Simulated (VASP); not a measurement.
# Au (Fm-3m) in VASP: single point with LDA

Aim: the single point of Au with LDA.

Everything below comes from runs of VASP 6.6.1. Logs are shortened: lines on timing, memory, paths and dates and some standing lists are left out, and cuts for length are marked.

### 1 The cell of the first run

It takes space group Fm-3m (No. 225, cubic). Conventional cell: a = 4.048 Å, b = 4.048 Å, c = 4.048 Å, α = 90.00°, β = 90.00°, γ = 90.00°. Au (site symmetry m-3m) has 12 Au at 2.86 Å within 3.8 Å.

### 2 Single point, LDA

Input file INCAR:

```
PREC     = Accurate       # precision mode
ENCUT    = 520            # plane-wave cutoff, eV
EDIFF    = 1E-6           # SCF threshold, eV
ISMEAR   = -1             # smearing method
SIGMA    = 0.08           # smearing width, eV
LREAL    = False          # projectors in reciprocal space
LASPH    = True           # aspherical terms in the spheres
NELM     = 100            # most SCF steps
ALGO     = Normal         # electronic algorithm
ISIF     = 2              # what is computed and relaxed
LWAVE    = False          # write WAVECAR
LCHARG   = False          # write CHGCAR
NBANDS   = 18             # bands
```

Input file KPOINTS:

```
regular mesh
0
Gamma
  14 14 10
```

Input file POSCAR:

```
Au
1.0
    2.0241121772      2.0241121772      0.0000000000
   -2.0241121772      2.0241121772      0.0000000000
    0.0000000000      0.0000000000      4.0482243543
Au
2
Direct
    0.0000000000      0.0000000000      0.0000000000
    0.5000000000      0.5000000000      0.5000000000
```

Potentials or basis: VASP PAW LDA potentials, release 64 (Au).

Command:

```bash
cat potpaw_LDA.64/Au/POTCAR > POTCAR
mpirun -np 1 vasp_std > vasp.out
```

OUTCAR:

```text
PREC = Accurate
   ENCUT = 520
   EDIFF = 1E-6
   ISMEAR = -1
   LREAL = False
   LASPH = True
   NELM = 100
   ISIF = 2

 ion  position               nearest neighbor table
   1  0.000  0.000  0.000-   2 2.86   2 2.86   2 2.86   2 2.86   2 2.86   2 2.86   2 2.86   2 2.86

   2  0.500  0.500  0.500-   1 2.86   1 2.86   1 2.86   1 2.86   1 2.86   1 2.86   1 2.86   1 2.86

  LATTYP: Found a simple tetragonal cell.
 ALAT       =     2.8625268928
 C/A-ratio  =     1.4142135623

  Lattice vectors:

 A1 = (   2.0241121772,   2.0241121772,   0.0000000000)
 A2 = (  -2.0241121772,   2.0241121772,   0.0000000000)
 A3 = (   0.0000000000,   0.0000000000,   4.0482243543)

Analysis of symmetry for initial positions (statically):
=====================================================================
 Subroutine PRICEL returns following result:

  LATTYP: Found a face centered cubic cell.
 ALAT       =     4.0482243543

  Lattice vectors:

 A1 = (   0.0000000000,  -2.0241121772,  -2.0241121771)
 A2 = (   2.0241121772,   0.0000000000,  -2.0241121772)
 A3 = (   2.0241121772,  -2.0241121772,   0.0000000000)

   2 primitive cells build up your supercell.

 Routine SETGRP: Setting up the symmetry group for a
 simple tetragonal supercell.

 Subroutine GETGRP returns: Found 16 space group operations
 (whereof 16 operations were pure point group operations)
 out of a pool of 16 trial point group operations.

The static configuration has the point symmetry D_4h.

Analysis of symmetry for dynamics (positions and initial velocities):
=====================================================================
 Subroutine PRICEL returns following result:

  LATTYP: Found a face centered cubic cell.
 ALAT       =     4.0482243543

  Lattice vectors:

 A1 = (   0.0000000000,  -2.0241121772,  -2.0241121771)
 A2 = (   2.0241121772,   0.0000000000,  -2.0241121772)
 A3 = (   2.0241121772,  -2.0241121772,   0.0000000000)

   2 primitive cells build up your supercell.

 Routine SETGRP: Setting up the symmetry group for a
 simple tetragonal supercell.

 Subroutine GETGRP returns: Found 16 space group operations
 (whereof 16 operations were pure point group operations)
 out of a pool of 16 trial point group operations.

The dynamic configuration has the point symmetry D_4h.

 Subroutine INISYM returns: Found 16 space group operations
 (whereof 16 operations are pure point group operations),
[... 88 lines left out ...]
   ISPIN  =      1    spin polarized calculation?
   LNONCOLLINEAR =      F non collinear calculations
   LSORBIT =      F    spin-orbit coupling
   LASPH  =      T    aspherical Exc in radial PAW
   ENCUT  =  520.0 eV  38.22 Ry    6.18 a.u.   5.32  5.32  7.53*2*pi/ulx,y,z
   NELM   =    100;   NELMIN=  2; NELMDL= -5     # of ELM steps
   EDIFF  = 0.1E-05   stopping-criterion for ELM
   LREAL  =      F    real-space projection
   EDIFFG = 0.1E-04   stopping-criterion for IOM
   NSW    =      0    number of steps for IOM
   IBRION =     -1    ionic relax: 0-MD 1-quasi-New 2-CG
   NFREE  =      0    steps in history (QN), initial steepest desc. (CG)
   ISIF   =      2    stress and relaxation
   ISYM   =      2    0-nonsym 1-usesym 2-fastsym
   POTIM  = 0.5000    time-step for ionic-motion
   TEBEG  =    0.0;   TEEND  =   0.0 temperature during run
   PSTRESS=    0.0 pullay stress
   NELECT =      22.0000    total number of electrons
   NUPDOWN=      -1.0000    fix difference up-down
   EMIN   =  10.00;   EMAX   =-10.00  energy-range for DOS
   EFERMI =   0.00;   METHOD = LEGACY
   ISMEAR =    -1;   SIGMA  =   0.08  broadening in eV -4-tet -1-fermi 0-gaus
   EFERMI_NEDOS =   21; number of points for ismear=-14 and -15
   IALGO  =     38    algorithm
   IMIX   =      4    mixing-type and parameters
     AMIX     =   0.40;   BMIX     =  1.00
     AMIX_MAG =   1.60;   BMIX_MAG =  1.00
  volume/ion in A,a.u.               =      16.59       111.93
  Fermi-wavevector in a.u.,A,eV,Ry     =   1.427670  2.697905 27.731959  2.038241
  Thomas-Fermi vector in A             =   2.547814
   LORBIT       =      0    0 simple, 1 ext, 2 COOP (PROOUT), +10 PAW based schemes
   GGA     = CA    functional components
   LHFCALC =     F    Hartree Fock is set to
   AEXX    =    0.0000 exact exchange contribution
   IVDW    =     0    specifies the selected vdW correction
   LEPSILON=     F    determine dielectric tensor
   LRPA    =     F    only Hartree local field effects (RPA)
 non-spin polarized calculation
  energy-cutoff  :      520.00
  volume of cell :       33.17
 maximum number of plane-waves:       912
 NGX is ok and might be reduce to    24
   NGX = 11   NGY = 11   NGZ = 15

 number of electron      22.0000002 magnetization

 Free energy of the ion-electron system (eV)
  ---------------------------------------------------
  ext. energy  EPLUGINS =         0.00000000
  ---------------------------------------------------
  free energy    TOTEN  =        -8.89562606 eV

  energy without entropy =       -8.88439924  energy(sigma->0) =       -8.89001265

 E-fermi :   9.7728     XC(G=0): -13.1409

 val. band max:        9.7602920414   @ k =   0.2143   0.2143   0.4000
 cond. band min:       9.7860217881   @ k =   0.5000   0.2143   0.0000
 fundamental gap:      0.0257297467
 Fermi energy:         9.7727772521

 k-point     1 :       0.0000    0.0000    0.0000
  band No.  band energies     occupation
      1      -0.4541      2.00000
      2       2.4015      2.00000
      3       2.7285      2.00000
      4       4.8895      2.00000
      5       4.8895      2.00000
      6       4.8917      2.00000
[... 481 lines left out ...]
      5       4.6393      2.00000
      6       5.3085      2.00000
[... 10 lines left out ...]
     17      23.0691      0.00000
     18      24.7858      0.00000

 [... further k-points ...]

------------------------ aborting loop because EDIFF is reached ----------------------------------------

  FORCE on cell =-STRESS in cart. coord.  units (eV):
  Direction    XX          YY          ZZ          XY          YZ          ZX
  --------------------------------------------------------------------------------------
  -------------------------------------------------------------------------------------
  Total        0.1232730      0.1232730      0.0101394      0.0000000     -0.0000000     -0.0000000
  in kB        5.9540825      5.9540825      0.4897314      0.0000000     -0.0000000     -0.0000000
  external PRESSURE =       4.1326321 kB  Pullay stress =       0.0000000 kB

 VOLUME and BASIS-vectors are now :
 -----------------------------------------------------------------------------
  energy-cutoff  :      520.00
  volume of cell :       33.17
      direct lattice vectors                 reciprocal lattice vectors
     2.024112177  2.024112177  0.000000000     0.247021882  0.247021882  0.000000000
    -2.024112177  2.024112177  0.000000000    -0.247021882  0.247021882  0.000000000
     0.000000000  0.000000000  4.048224354     0.000000000  0.000000000  0.247021882

 POSITION                                       TOTAL-FORCE (eV/Angst)
 -----------------------------------------------------------------------------------
      0.00000      0.00000      0.00000         0.000000      0.000000     -0.000000
      0.00000      2.02411      2.02411        -0.000000     -0.000000      0.000000
 -----------------------------------------------------------------------------------
    total drift:                               -0.000000      0.000000     -0.000000

  FREE ENERGIE OF THE ION-ELECTRON SYSTEM (eV)
  ---------------------------------------------------
  free  energy   TOTEN  =        -8.8956260613 eV

  energy  without entropy=       -8.8843992408  energy(sigma->0) =       -8.89001265
```

stdout:

```text
POSCAR found type information on POSCAR Au
 POSCAR found :  1 types and       2 ions
 scaLAPACK will be used
 LDA part: xc-table for (Slater(with rela. corr.)+CA(PZ))
 , standard interpolation
 POSCAR, INCAR and KPOINTS ok, starting setup
 FFT: planning ... GRIDC
 FFT: planning ... GRID_SOFT
 FFT: planning ... GRID
 WAVECAR not read
 entering main loop
```

It took 81 s on 1 thread of Intel Xeon 8259CL, shared host; peak memory 0.22 GiB.

Results:

```
Free energy            : -8.8956 eV
Pressure               : 0.4 GPa
Band gap on the k mesh : zero (bands 11 and 12 overlap by 7.56 eV)
```

Caveat: spin-orbit coupling is left out, which moves the levels of the heavy elements.
